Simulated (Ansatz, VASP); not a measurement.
One calculation of B, two programs

```xyz
8
Lattice="0.0000 4.7027 2.3945 3.1559 0.0000 2.3945 3.1559 4.7027 0.0000" Properties=species:S:1:pos:R:3 pbc="T T T"
B     4.4056    8.9687    3.3175
B     5.0622    5.1393    3.3175
B     2.8276    2.7879    2.1202
B     3.4842    6.6174    2.1202
B     4.0119    7.4115    3.4348
B     5.4559    6.6965    3.4348
B     2.4339    4.3452    2.2375
B     3.8780    5.0602    2.2375
```

Alike in both runs: task single point; functional PBE; k mesh 6 × 6 × 6; occupations gaussian, width 0.1 eV; no spin polarisation.

|  | VASP | Ansatz |
| --- | --- | --- |
| version | VASP 6.6.1 | Ansatz 0.2.0 |
| potentials or method | VASP PAW PBE potentials, release 64 (B), cutoff 520 eV | scalar-relativistic, plane waves, PAW |
| valence electrons in the cell | 24 | 24 |

VASP gave:

* gap on the k mesh at the Fermi level (eV): none
* rms of the force components (eV/Å): 1.016

Question: What did Ansatz give for the same quantities?

Answer: gap on the k mesh at the Fermi level (eV): none; rms of the force components (eV/Å): 1.012.

Atom by atom the forces differ by 0.005 eV/Å (rms over components). A gap of «none» marks a metal or a gap that the smearing closes.
